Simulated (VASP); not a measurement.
A run of VASP 6.6.1 is set up as follows.

Contents of INCAR:

```
SYSTEM = MgS
PREC = Accurate ; ENCUT = 520
EDIFF = 1E-7 ; ISMEAR = 0
SIGMA = 0.02 ; LREAL = .FALSE.
LASPH = .TRUE. ; NELM = 120
ALGO = Normal ; ISIF = 2
LWAVE = .FALSE. ; LCHARG = .FALSE.
GGA = PS ; IBRION = 2
NSW = 60 ; EDIFFG = -0.002
GGA_COMPAT = .FALSE. ; NELMIN = 4
```

Contents of KPOINTS:

```
regular mesh
0
G
  6 6 6
  0 0 0
```

POSCAR

```
MgS
1.0
    0.0000000000      2.5653969554      2.6068579163
    2.5653969554      0.0000000000      2.6068579163
    2.5653969554      2.5653969554      0.0000000000
Mg S
1 1
Direct
    0.0000000000      0.0000000000      0.0000000000
    0.5000000000      0.5000000000      0.5000000000
```

Potentials or basis: VASP PAW PBE potentials, release 64 (Mg, S).

Command:

```bash
$ cat potpaw_PBE.64/Mg/POTCAR potpaw_PBE.64/S/POTCAR > POTCAR
$ mpirun -np 1 vasp_std > vasp.out
```

Q: What does it give for the band gap on the k mesh?

A: 2.68 eV, indirect (least direct gap 3.75 eV).

Final structure:
```
CELL_PARAMETERS angstrom
0.00000 2.56540 2.60686
2.56540 0.00000 2.60686
2.56540 2.56540 0.00000
ATOMIC_POSITIONS crystal
Mg 0.00000 0.00000 0.00000
S 0.50000 0.50000 0.50000
```

Caveat: the cell differs from its parent crystal (strained cell); the relaxation stopped at its first step, so nothing moved. A k mesh can miss the band edges.
